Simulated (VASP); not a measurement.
Set up this calculation in VASP 6.6.1, as the native input.

```yaml
Task: single point
Functional: LDA
Potentials_or_basis: VASP PAW LDA potentials, release 64 (P)
Cutoff: 520 eV
k_mesh: 14 × 14 × 10
Occupations: gaussian, width 0.1 eV
Spin: no spin polarisation
Dipole_correction: no
Further_INCAR_settings: ALGO = Normal; EDIFF = 1e-06; NBANDS = 18
```

The structure of P lies in POSCAR:

```
P
1.0
    1.6548962202     -5.0813223158      0.0000000000
    1.6548962202      5.0813223158      0.0000000000
    0.0000000000      0.0000000000      4.1282394298
P
4
Direct
    0.8935231841      0.1064768159      0.0710045338
    0.6064768159      0.3935231841      0.5710045338
    0.1064768159      0.8935231841      0.9289954662
    0.3935231841      0.6064768159      0.4289954662
```

The input as run:

INCAR

```
SYSTEM = P
PREC     = Accurate       ! precision mode
ENCUT    = 520            ! plane-wave cutoff, eV
EDIFF    = 1E-6           ! SCF threshold, eV
ISMEAR   = 0              ! smearing method
SIGMA    = 0.1            ! smearing width, eV
LREAL    = .False.        ! projectors in reciprocal space
LASPH    = .True.         ! aspherical terms in the spheres
NELM     = 60             ! most SCF steps
ALGO     = Normal         ! electronic algorithm
ISIF     = 2              ! what is computed and relaxed
LWAVE    = .False.        ! write WAVECAR
LCHARG   = .False.        ! write CHGCAR
NBANDS   = 18             ! bands
```

KPOINTS

```
regular mesh
0
Gamma
  14 14 10
  0 0 0
```

Potentials or basis: VASP PAW LDA potentials, release 64 (P).

Launch:

```console
$ cat potpaw_LDA.64/P/POTCAR > POTCAR
$ mpirun -np 1 vasp_std > vasp.out
```

Results of the run:

```json
{
 "Pressure": "-0.3 GPa",
 "Largest force": "0.051 eV/Å",
 "Band gap on the k mesh": "zero (bands 10 and 11 overlap by 0.33 eV)"
}
```

It took 4.4 min on 1 thread of Intel(R) Xeon(R) Platinum 8259CL CPU @ 2.50GHz (Skylake/Cascade Lake), on a shared host, peak memory 0.39 GiB.
